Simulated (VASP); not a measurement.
Sn:

```
Sn
1.0
     4.49072    0.00000    0.00000
    -2.24536    3.88907    0.00000
     0.00000    0.00000    4.91741
Sn
3
Cartesian
  -1.1227 1.9445 1.6391
  1.1227 1.9445 3.2783
  2.2454 0.0000 0.0000
```

The cell was generated, and may not be a known phase.

| Quantity | Value |
| --- | --- |
| Program | VASP 6.6.1 |
| Task | relaxation of cell and atoms |
| Functional | PBE |
| Potentials or basis | VASP PAW PBE potentials, release 64 (Sn_d) |
| Cutoff | 600 eV |
| k mesh | 6 × 6 × 4 |
| Occupations | gaussian, width 0.1 eV |
| Spin | no spin polarisation |

At the start: pressure 7.7 GPa; volume 28.63 Å³/atom.

**Question.** Where does the relaxation end?

**Answer.** Over 7 steps the energy falls by 91.5 meV/atom and the volume is 33.02 Å³/atom (+15.3 %); space group P6_422 (No. 181, to 0.1 Å) before and after.

The path:
```
step  energy change (eV)  largest force (eV/Å)  pressure (GPa)  volume (Å³)
   1              0.0000                0.0000            7.69        85.88
   2             -0.2391                0.0000           -1.79       104.13
   3             -0.2702                0.0000            0.04        98.70
   4             -0.2702                0.0000           -0.09        98.96
   5             -0.2729                0.0000           -0.07        98.99
   6             -0.2746                0.0000           -0.08        99.01
   7             -0.2746                0.0000           -0.08        99.05
```

Final structure:
```yaml
crystal:
  lattice:
    - [4.77193, 0.00000, 0.00000]
    - [-2.38597, 4.13261, 0.00000]
    - [0.00000, 0.00000, 5.02246]
  atoms:
    - { symbol: Sn, position: [0.00000, 0.50000, 0.33333] }
    - { symbol: Sn, position: [0.50000, 0.50000, 0.66667] }
    - { symbol: Sn, position: [0.50000, 0.00000, 0.00000] }
```

Caveat: the volume moved by over 15 % at a fixed basis, so the end points are rough.
